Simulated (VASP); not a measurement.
# SrO (P6_3/mmc) in VASP: notebook

The runs below take SrO through single point, with PBEsol.

Program: VASP 6.6.1. These are calculated values, not measurements. Logs are shortened: lines on timing, memory, paths and dates and some standing lists are left out, and cuts for length are marked.

## (1) The cell of the first run

The structure is hexagonal, space group P6_3/mmc (No. 194). The conventional cell has a = 3.751 Å, b = 3.751 Å, c = 5.579 Å, α = 90.00°, β = 90.00°, γ = 120.00°. Sr (site symmetry -6m2) has 6 O at 2.58 Å within 3.4 Å. O (site symmetry -3m) has 6 Sr at 2.58 Å and 2 O at 2.79 Å within 3.4 Å.

## (2) Single point, PBEsol

The input, INCAR:

```
PREC     = Accurate       # precision mode
ENCUT    = 520            # plane-wave cutoff, eV
EDIFF    = 1E-7           # SCF threshold, eV
ISMEAR   = 0              # smearing method
SIGMA    = 0.05           # smearing width, eV
LREAL    = F              # projectors in reciprocal space
LASPH    = T              # aspherical terms in the spheres
NELM     = 100            # most SCF steps
ALGO     = Normal         # electronic algorithm
ISIF     = 2              # what is computed and relaxed
LWAVE    = F              # write WAVECAR
LCHARG   = F              # write CHGCAR
GGA      = PS             # functional
NBANDS   = 24             # bands
```

The input, KPOINTS:

```
regular mesh
0
Gamma
  9 9 4
```

The input, POSCAR:

```
SrO
1.0
    3.7510896605      0.0000000000      0.0000000000
   -1.8755448302      3.2485389379      0.0000000000
    0.0000000000      0.0000000000      5.5788932591
Sr O
2 2
Direct
    0.3333333333      0.6666666667      0.2500000000
    0.6666666667      0.3333333333      0.7500000000
    0.0000000000      0.0000000000      0.0000000000
    0.0000000000      0.0000000000      0.5000000000
```

Potentials or basis: VASP PAW PBE potentials, release 64 (Sr_sv, O).

Started as:

```console
$ cat potpaw_PBE.64/Sr_sv/POTCAR potpaw_PBE.64/O/POTCAR > POTCAR
$ mpirun -np 1 vasp_std > vasp.out
```

OUTCAR:

```text
PREC = Accurate
   ENCUT = 520
   EDIFF = 1E-7
   ISMEAR = 0
   LREAL = F
   LASPH = T
   NELM = 100
   ISIF = 2
   GGA = PS

 ion  position               nearest neighbor table
   1  0.333  0.667  0.250-   3 2.58   4 2.58   3 2.58   4 2.58   3 2.58   4 2.58   2 3.53   2 3.53
                             2 3.53   2 3.53   2 3.53   2 3.53
   2  0.667  0.333  0.750-   3 2.58   4 2.58   3 2.58   4 2.58   3 2.58   4 2.58   1 3.53   1 3.53
                             1 3.53   1 3.53   1 3.53   1 3.53
   3  0.000  0.000  0.000-   1 2.58   2 2.58   2 2.58   1 2.58   2 2.58   1 2.58
   4  0.000  0.000  0.500-   1 2.58   2 2.58   2 2.58   1 2.58   2 2.58   1 2.58

  LATTYP: Found a hexagonal cell.
 ALAT       =     3.7510896605
 C/A-ratio  =     1.4872727031

  Lattice vectors:

 A1 = (   3.7510896605,   0.0000000000,   0.0000000000)
 A2 = (  -1.8755448302,   3.2485389379,   0.0000000000)
 A3 = (   0.0000000000,   0.0000000000,   5.5788932591)

Analysis of symmetry for initial positions (statically):
=====================================================================
 Subroutine PRICEL returns:
 Original cell was already a primitive cell.

 Routine SETGRP: Setting up the symmetry group for a
 hexagonal supercell.

 Subroutine GETGRP returns: Found 24 space group operations
 (whereof 12 operations were pure point group operations)
 out of a pool of 24 trial point group operations.

The static configuration has the point symmetry D_3d.
 The point group associated with its full space group is D_6h.

Analysis of symmetry for dynamics (positions and initial velocities):
=====================================================================
 Subroutine PRICEL returns:
 Original cell was already a primitive cell.

 Routine SETGRP: Setting up the symmetry group for a
 hexagonal supercell.

 Subroutine GETGRP returns: Found 24 space group operations
 (whereof 12 operations were pure point group operations)
 out of a pool of 24 trial point group operations.

The dynamic configuration has the point symmetry D_3d.
 The point group associated with its full space group is D_6h.

 Subroutine INISYM returns: Found 24 space group operations
 (whereof 12 operations are pure point group operations),
 and found     1 'primitive' translations

----------------------------------------------------------------------------------------

                                     Primitive cell

  volume of cell :      67.9819

  direct lattice vectors                    reciprocal lattice vectors
     3.751089660  0.000000000  0.000000000     0.266589202  0.153915348  0.000000000
    -1.875544830  3.248538938  0.000000000     0.000000000  0.307830695  0.000000000
     0.000000000  0.000000000  5.578893259     0.000000000  0.000000000  0.179247022

  length of vectors
     3.751089660  3.751089661  5.578893259     0.307830695  0.307830695  0.179247022

  position of ions in fractional coordinates (direct lattice)
     0.333333333  0.666666667  0.250000000
     0.666666667  0.333333333  0.750000000
     0.000000000  0.000000000  0.000000000
     0.000000000  0.000000000  0.500000000

  ion indices of the primitive-cell ions
   primitive index   ion index
                 1           1
                 2           2
                 3           3
                 4           4

----------------------------------------------------------------------------------------

 KPOINTS: regular mesh

Automatic generation of k-mesh.
 Grid dimensions read from file:
 generate k-points for:    9    9    4

 Generating k-lattice:

  Cartesian coordinates                     Fractional coordinates (reciprocal lattice)
     0.029621022  0.017101705  0.000000000     0.111111111  0.000000000  0.000000000
     0.000000000  0.034203411  0.000000000     0.000000000  0.111111111  0.000000000
     0.000000000  0.000000000  0.044811755     0.000000000  0.000000000  0.250000000

  Length of vectors
     0.034203411  0.034203411  0.044811755

  Shift w.r.t. Gamma in fractional coordinates (k-lattice)
     0.000000000  0.000000000  0.000000000

 Subroutine IBZKPT returns following result:
 ===========================================

 Found     36 irreducible k-points:

 Following reciprocal coordinates:
            Coordinates               Weight
  0.000000  0.000000  0.000000      1.000000
  0.111111 -0.000000  0.000000      6.000000
  0.222222  0.000000  0.000000      6.000000
  0.333333  0.000000  0.000000      6.000000
  0.444444  0.000000  0.000000      6.000000
  0.111111  0.111111  0.000000      6.000000
[... 16 lines left out ...]
  0.333333  0.222222  0.250000     24.000000
  0.333333  0.333333  0.250000      4.000000
 [... further k-points ...]
   k-points           NKPTS =     36   k-points in BZ     NKDIM =     36   number of bands    NBANDS=     24
   number of dos      NEDOS =    301   number of ions     NIONS =      4
   total plane-waves  NPLWV =  32928
   dimension x,y,z NGX =    28 NGY =   28 NGZ =   42
   dimension x,y,z NGXF=    56 NGYF=   56 NGZF=   84
   ions per type =               2   2
   NGX,Y,Z   is equivalent  to a cutoff of  12.41, 12.41, 12.52 a.u.
   NGXF,Y,Z  is equivalent  to a cutoff of  24.82, 24.82, 25.03 a.u.
 SYSTEM =  unknown system
   PREC   = accura    normal or accurate (medium, high low for compatibility)
   ISTART =      0    job   : 0-new  1-cont  2-samecut
   ICHARG =      2    charge: 1-file 2-atom 10-const
   ISPIN  =      1    spin polarized calculation?
   LNONCOLLINEAR =      F non collinear calculations
   LSORBIT =      F    spin-orbit coupling
   LASPH  =      T    aspherical Exc in radial PAW
   ENCUT  =  520.0 eV  38.22 Ry    6.18 a.u.   6.97  6.97 10.37*2*pi/ulx,y,z
   NELM   =    100;   NELMIN=  2; NELMDL= -5     # of ELM steps
   EDIFF  = 0.1E-06   stopping-criterion for ELM
   LREAL  =      F    real-space projection
   EDIFFG = 0.1E-05   stopping-criterion for IOM
   NSW    =      0    number of steps for IOM
   IBRION =     -1    ionic relax: 0-MD 1-quasi-New 2-CG
   NFREE  =      0    steps in history (QN), initial steepest desc. (CG)
   ISIF   =      2    stress and relaxation
   ISYM   =      2    0-nonsym 1-usesym 2-fastsym
   POTIM  = 0.5000    time-step for ionic-motion
   TEBEG  =    0.0;   TEEND  =   0.0 temperature during run
   PSTRESS=    0.0 pullay stress
   NELECT =      32.0000    total number of electrons
   NUPDOWN=      -1.0000    fix difference up-down
   EMIN   =  10.00;   EMAX   =-10.00  energy-range for DOS
   EFERMI =   0.00;   METHOD = LEGACY
   ISMEAR =     0;   SIGMA  =   0.05  broadening in eV -4-tet -1-fermi 0-gaus
   EFERMI_NEDOS =   21; number of points for ismear=-14 and -15
   IALGO  =     38    algorithm
   IMIX   =      4    mixing-type and parameters
     AMIX     =   0.40;   BMIX     =  1.00
     AMIX_MAG =   1.60;   BMIX_MAG =  1.00
  volume/ion in A,a.u.               =      17.00       114.69
  Fermi-wavevector in a.u.,A,eV,Ry     =   1.273484  2.406537 22.065419  1.621763
  Thomas-Fermi vector in A             =   2.406305
   LORBIT       =      0    0 simple, 1 ext, 2 COOP (PROOUT), +10 PAW based schemes
   GGA     = PS    functional components
   LHFCALC =     F    Hartree Fock is set to
   AEXX    =    0.0000 exact exchange contribution
   IVDW    =     0    specifies the selected vdW correction
   LEPSILON=     F    determine dielectric tensor
   LRPA    =     F    only Hartree local field effects (RPA)
 non-spin polarized calculation
 Gauss-broadening in eV      SIGMA  =   0.05
  energy-cutoff  :      520.00
  volume of cell :       67.98
 maximum number of plane-waves:      1846
 NGX is ok and might be reduce to    28

 number of electron      31.9999998 magnetization

 Free energy of the ion-electron system (eV)
  ---------------------------------------------------
  ext. energy  EPLUGINS =         0.00000000
  ---------------------------------------------------
  free energy    TOTEN  =       -24.33107502 eV

  energy without entropy =      -24.33107502  energy(sigma->0) =      -24.33107502

 E-fermi :   3.2320     XC(G=0): -10.2575

 val. band max:        2.9558509491   @ k =   0.0000   0.0000   0.0000
 cond. band min:       4.6183189012   @ k =   0.0000   0.0000   0.0000
 fundamental gap:      1.6624679521
 Fermi energy:         3.2320220704

 k-point     1 :       0.0000    0.0000    0.0000
  band No.  band energies     occupation
      1     -30.8077      2.00000
      2     -30.6192      2.00000
      3     -14.7983      2.00000
      4     -13.3473      2.00000
      5     -12.6190      2.00000
      6     -12.6190      2.00000
[... 16 lines left out ...]
     23       8.5810      0.00000
     24      10.9120      0.00000

 k-point     2 :       0.1111   -0.0000    0.0000
  band No.  band energies     occupation
      1     -30.7949      2.00000
      2     -30.6168      2.00000
      3     -14.7098      2.00000
      4     -13.6747      2.00000
      5     -12.6847      2.00000
      6     -12.6617      2.00000
[... 16 lines left out ...]
     23       9.1139      0.00000
     24      10.5966      0.00000

 k-point     3 :       0.2222    0.0000    0.0000
  band No.  band energies     occupation
      1     -30.7610      2.00000
      2     -30.6124      2.00000
      3     -14.4522      2.00000
      4     -14.1859      2.00000
      5     -12.8252      2.00000
      6     -12.7507      2.00000
[... 16 lines left out ...]
     23       9.9465      0.00000
     24      10.2759      0.00000
[... 514 lines left out ...]
 k-point    23 :       0.3333    0.2222    0.2500
  band No.  band energies     occupation
      1     -30.6582      2.00000
      2     -30.6295      2.00000
      3     -14.7360      2.00000
      4     -13.8044      2.00000
      5     -13.1761      2.00000
      6     -13.0019      2.00000
[... 16 lines left out ...]
     23      11.5755      0.00000
     24      11.7283      0.00000

 k-point    24 :       0.3333    0.3333    0.2500
  band No.  band energies     occupation
      1     -30.6399      2.00000
      2     -30.6399      2.00000
      3     -14.7543      2.00000
      4     -13.6336      2.00000
      5     -13.2404      2.00000
      6     -13.2404      2.00000
[... 16 lines left out ...]
     23      11.8482      0.00000
     24      11.9931      0.00000

 [... further k-points ...]
[... 5 lines left out ...]
  --------------------------------------------------------------------------------------
  -------------------------------------------------------------------------------------
  Total       -4.0853241     -4.0853241      7.2169807     -0.0000000     -0.0000000      0.0000000
  in kB      -96.2816490    -96.2816490    170.0875612     -0.0000000     -0.0000000      0.0000000
  external PRESSURE =      -7.4919122 kB  Pullay stress =       0.0000000 kB

 VOLUME and BASIS-vectors are now :
 -----------------------------------------------------------------------------
  energy-cutoff  :      520.00
  volume of cell :       67.98
      direct lattice vectors                 reciprocal lattice vectors
     3.751089660  0.000000000  0.000000000     0.266589202  0.153915348  0.000000000
    -1.875544830  3.248538938  0.000000000     0.000000000  0.307830695  0.000000000
     0.000000000  0.000000000  5.578893259     0.000000000  0.000000000  0.179247022

 POSITION                                       TOTAL-FORCE (eV/Angst)
 -----------------------------------------------------------------------------------
     -0.00000      2.16569      1.39472        -0.000000     -0.000000      0.000000
      1.87554      1.08285      4.18417         0.000000      0.000000      0.000000
      0.00000      0.00000      0.00000        -0.000000      0.000000      0.000000
      0.00000      0.00000      2.78945        -0.000000      0.000000      0.000000
 -----------------------------------------------------------------------------------
    total drift:                               -0.000000      0.000000     -0.000000

  FREE ENERGIE OF THE ION-ELECTRON SYSTEM (eV)
  ---------------------------------------------------
  free  energy   TOTEN  =       -24.3310750194 eV

  energy  without entropy=      -24.3310750194  energy(sigma->0) =      -24.33107502
```

Run time: 72 s. Hardware: 1 thread of AMD EPYC 7R13, shared host; peak memory 0.17 GiB.

Results:

| Quantity | Value |
| --- | --- |
| Free energy | -24.3311 eV |
| Pressure | -0.7 GPa |
| Band gap on the k mesh | 1.66 eV, direct |

Stress tensor (GPa, compression positive):
```
-9.63  0.00  0.00
 0.00 -9.63  0.00
 0.00  0.00 17.01
```

Caveat: the PAW data sets were made with another functional, which shifts forces and pressure a little.

## (3) Single point, PBEsol

This run uses another cell than the first one, of the same volume but with other edges.

The input, INCAR:

```
SYSTEM = SrO
PREC = Accurate
ENCUT = 520
EDIFF = 1E-6
ISMEAR = 0
SIGMA = 0.05
LREAL = .FALSE.
LASPH = .TRUE.
NELM = 80
ALGO = Normal
ISIF = 2
LWAVE = .FALSE.
LCHARG = .FALSE.
GGA = PS
NBANDS = 24
```

The input, KPOINTS:

```
regular mesh
0
G
  9 9 4
  0 0 0
```

The input, POSCAR:

```
SrO
1.0
    3.3437721139      0.0000000000      0.0000000000
   -1.6718860569      2.8957915951      0.0000000000
    0.0000000000      0.0000000000      7.0208484572
Sr O
2 2
Direct
    0.3333333333      0.6666666667      0.2500000000
    0.6666666667      0.3333333333      0.7500000000
    0.0000000000      0.0000000000      0.0000000000
    0.0000000000      0.0000000000      0.5000000000
```

Potentials or basis: VASP PAW PBE potentials, release 64 (Sr_sv, O).

Started as:

```console
$ cat potpaw_PBE.64/Sr_sv/POTCAR potpaw_PBE.64/O/POTCAR > POTCAR
$ mpirun -np 1 vasp_std > vasp.out
```

Run time: 83 s. Hardware: 1 thread of AMD EPYC 7R13, shared host; peak memory 0.19 GiB.

The run converged. Its results:

```yaml
Free_energy: -23.9739 eV
Pressure: -4.0 GPa
Band_gap_on_the_k_mesh: 2.41 eV, indirect (least direct gap 2.44 eV)
```

Stress tensor (GPa, compression positive):
```
  8.91   0.00   0.00
  0.00   8.91   0.00
  0.00   0.00 -29.87
```

Levels at points of the mesh, in eV from the valence-band top:
| k point | band 13 | band 14 | band 15 | band 16 | band 17 | band 18 | band 19 | band 20 |
| --- | --- | --- | --- | --- | --- | --- | --- | --- |
| (0.00, 0.00, 0.00) | -0.18 | -0.18 | -0.04 | -0.04 | 2.41 | 4.47 | 5.09 | 6.00 |
| (0.00, 0.00, 0.50) | -0.12 | -0.12 | -0.12 | -0.12 | 3.77 | 3.77 | 6.23 | 6.23 |

Caveat: the PAW data sets were made with another functional, which shifts forces and pressure a little.

## (4) Single point, PBEsol

This run uses another cell than the first one, of the same volume but with other edges.

The input, INCAR:

```
  PREC = Accurate
  ENCUT = 520
  EDIFF = 1E-7
  ISMEAR = 0
  SIGMA = 0.05
  LREAL = F
  LASPH = T
  NELM = 60
  ALGO = Normal
  ISIF = 2
  LWAVE = F
  LCHARG = F
  GGA = PS
  NBANDS = 24
```

The input, KPOINTS:

```
regular mesh
0
Gamma
  9 9 4
```

The input, POSCAR:

```
SrO
1.0
    3.6534329764      0.0000000000      0.0000000000
   -1.8267164882      3.1639657686      0.0000000000
    0.0000000000      0.0000000000      5.8811282912
Sr O
2 2
Direct
    0.3333333333      0.6666666667      0.2500000000
    0.6666666667      0.3333333333      0.7500000000
    0.0000000000      0.0000000000      0.0000000000
    0.0000000000      0.0000000000      0.5000000000
```

Started as:

```console
$ cat potpaw_PBE.64/Sr_sv/POTCAR potpaw_PBE.64/O/POTCAR > POTCAR
$ mpirun -np 1 vasp_std > vasp.out
```

Run time: 1.7 min. Hardware: 1 thread of AMD EPYC 7R13, shared host; peak memory 0.18 GiB.

The run converged. Its results:

- Free energy: -24.7868 eV
- Pressure: -1.2 GPa
- Band gap on the k mesh: 2.39 eV, direct

Stress tensor (GPa, compression positive):
```
-5.81  0.00  0.00
 0.00 -5.81  0.00
 0.00  0.00  8.13
```

Levels at points of the mesh, in eV from the valence-band top:
```
           k point  band 14  band 15  band 16  band 17  band 18  band 19
(0.00, 0.00, 0.00)    -1.28    -1.28     0.00     2.39     4.49     5.32
(0.00, 0.00, 0.50)    -1.51    -1.51    -1.51     4.29     4.29     5.60
```

Caveat: the PAW data sets were made with another functional, which shifts forces and pressure a little. A k mesh can miss the band edges.

## (5) The runs side by side

| cell | gap on the mesh (eV) | pressure (GPa) |
| --- | --- | --- |
| a = 3.751, b = 3.751, c = 5.579 Å, angles 90.0, 90.0, 120.0°, 4 atoms | 1.66 | -0.7 |
| a = 3.344, b = 3.344, c = 7.021 Å, angles 90.0, 90.0, 120.0°, 4 atoms | 2.41 | -4.0 |
| a = 3.653, b = 3.653, c = 5.881 Å, angles 90.0, 90.0, 120.0°, 4 atoms | 2.39 | -1.2 |

Alike in all rows: task single point; level PBEsol; potentials or basis VASP PAW PBE potentials, release 64 (Sr_sv, O); no spin polarisation; k mesh 9 × 9 × 4; cutoff (eV) 520; smearing gaussian 0.05 eV.

Caveats: the PAW data sets were made with another functional, which shifts forces and pressure a little.

Absolute energies hang on the potentials; compare differences alone.
